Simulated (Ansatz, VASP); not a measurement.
# Two plane-wave programs on Hf2Br

```
Hf Br
1.0
     0.00000    3.25168    3.25168
     3.25168    0.00000    3.25168
     3.25168    3.25168    0.00000
Hf Br
2 1
Cartesian
  1.6258 1.6258 1.6258
  4.8775 4.8775 4.8775
  0.0000 0.0000 0.0000
```

Alike in both runs: functional PBE; k mesh 12 × 12 × 12; occupations gaussian, width 0.1 eV; no spin polarisation.

Ansatz relaxed the structure, and its values are those at the end. VASP's run is a single point on that final structure, the one shown.

|  | VASP | Ansatz |
| --- | --- | --- |
| version | VASP 6.6.1 | Ansatz 0.2.0 |
| potentials or method | VASP PAW PBE potentials, release 64 (Hf_pv, Br), cutoff 520 eV | scalar-relativistic, plane waves, PAW |
| valence electrons in the cell | 27 | 59 |

```tsv
	VASP	Ansatz	Ansatz less VASP
gap on the k mesh at the Fermi level (eV)	none	none	-
pressure (GPa)	-0.5	0.0	+0.48
```

A gap of «none» marks a metal or a gap that the smearing closes. VASP's potentials hold 27 valence electrons a cell and Ansatz's 59, so a difference there can come from the potentials and not from the codes.

Spin-orbit coupling is off throughout.
